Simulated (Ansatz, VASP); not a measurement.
HfRu in VASP and in Ansatz

```
CELL_PARAMETERS angstrom
3.18209 0.00000 0.00000
0.00000 3.18209 0.00000
0.00000 0.00000 3.18209
ATOMIC_POSITIONS crystal
Hf 0.00000 0.00000 0.00000
Ru 0.50000 0.50000 0.50000
```

Alike in both runs: functional LDA; k mesh 12 × 12 × 12; occupations fermi-dirac, width 0.1 eV; no spin polarisation.

Ansatz relaxed the structure, and its values are those at the end. VASP's run is a single point on that final structure, the one shown.

|  | VASP | Ansatz |
| --- | --- | --- |
| version | VASP 6.6.1 | Ansatz 0.2.0 |
| potentials or method | VASP PAW LDA potentials, release 64 (Hf_pv, Ru_pv) | PAW with Ansatz's default frozen-core files, scalar-relativistic |
| plane-wave cutoff (eV) | 520 | 420 |
| valence electrons in the cell | 24 | 42 |

```tsv
	VASP	Ansatz	Ansatz less VASP
pressure (GPa)	-0.3	0.0	+0.35
```

LDA's correlation is that of Perdew and Zunger in VASP and of Perdew and Wang (1992) in Ansatz. VASP's potentials hold 24 valence electrons a cell and Ansatz's 42, so a difference there can come from the potentials and not from the codes.

Spin-orbit coupling is off throughout.
